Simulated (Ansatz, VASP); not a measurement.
# Si: VASP beside Ansatz

```
Si
1.0
     0.00000    2.73298    2.73298
     2.73298    0.00000    2.73298
     2.73298    2.73298    0.00000
Si
2
Direct
  0.00000 0.00000 0.00000
  0.25000 0.25000 0.25000
```

Alike in both runs: task single point; functional LDA; k mesh 12 × 12 × 12; no spin polarisation.

```csv
,VASP,Ansatz
version,VASP 6.6.1,Ansatz 0.2.0
potentials or method,"VASP PAW LDA potentials, release 64 (Si), cutoff 520 eV","scalar-relativistic, plane waves, PAW"
occupations,"gaussian, width 0.01 eV",fixed
valence electrons in the cell,8,8
```

```csv
,VASP,Ansatz,Ansatz less VASP
gap on the k mesh at the Fermi level (eV),0.50,0.50,+0.002
least direct gap on the mesh (eV),2.52,2.52,+0.002
pressure (GPa),-3.1,-3.2,-0.04
```

LDA's correlation is that of Perdew and Zunger in VASP and of Perdew and Wang (1992) in Ansatz.
